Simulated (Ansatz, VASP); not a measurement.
P: VASP beside Ansatz

```
P
1.0
     5.86851    0.00000    0.00000
    -2.93426    5.08228    0.00000
     0.00000    0.00000    4.91082
P
6
Direct
  0.25098 0.50195 0.25000
  0.49805 0.74902 0.58333
  0.25098 0.74902 0.91667
  0.74902 0.49805 0.75000
  0.50195 0.25098 0.08333
  0.74902 0.25098 0.41667
```

Alike in both runs: functional PBE; k mesh 6 × 6 × 8; occupations gaussian, width 0.1 eV; no spin polarisation.

Ansatz relaxed the structure, and its values are those at the end. VASP's run is a single point on that final structure, the one shown.

|  | VASP | Ansatz |
| --- | --- | --- |
| version | VASP 6.6.1 | Ansatz 0.2.0 |
| potentials or method | VASP PAW PBE potentials, release 64 (P), cutoff 520 eV | scalar-relativistic, plane waves, PAW |
| valence electrons in the cell | 30 | 30 |

```tsv
	VASP	Ansatz	Ansatz less VASP
gap on the k mesh at the Fermi level (eV)	none	none	-
pressure (GPa)	-0.2	0.0	+0.19
rms of the force components (eV/Å)	0.028	0.000	-0.0274
```

A gap of «none» marks a metal or a gap that the smearing closes. With one functional, cell and mesh, what is left measures potentials, basis and numerics.
